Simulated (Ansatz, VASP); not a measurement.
# C in VASP and in Ansatz

```
C
1.0
     2.45801   -0.09218    0.00000
    -1.30883    2.17479    0.00000
     0.00000    0.00000    6.92551
C
4
Direct
  0.00000 0.00000 0.00250
  0.00000 0.00000 0.50250
  0.33333 0.66667 0.00250
  0.66667 0.33333 0.50250
```

Change from the starting cell: engineering shear strain xy -0.0750, normal strain along z +0.0525.

Alike in both runs: task single point; functional PBEsol; dispersion D3(BJ); k mesh 18 × 18 × 6; occupations gaussian, width 0.15 eV; no spin polarisation.

|  | VASP | Ansatz |
| --- | --- | --- |
| version | VASP 6.6.1 | Ansatz 0.2.0 |
| potentials or method | VASP PAW PBE potentials, release 64 (C), cutoff 520 eV | scalar-relativistic, plane waves, PAW |
| valence electrons in the cell | 16 | 16 |

|  | VASP | Ansatz | Ansatz less VASP |
| --- | --- | --- | --- |
| gap on the k mesh at the Fermi level (eV) | 0.38 | 0.38 | +0.002 |
| least direct gap on the mesh (eV) | 0.38 | 0.38 | +0.002 |
| pressure (GPa) | 2.5 | 1.8 | -0.70 |
| traceless stress, the component that is largest in VASP (GPa) | 33.91 | 33.79 | -0.118 |
| rms of the force components (eV/Å) | 0.576 | 0.565 | -0.0111 |

VASP's potentials were made for PBE, not for PBEsol, and Ansatz warns of the same on its side. Atom by atom the forces differ by 0.012 eV/Å (rms over components).
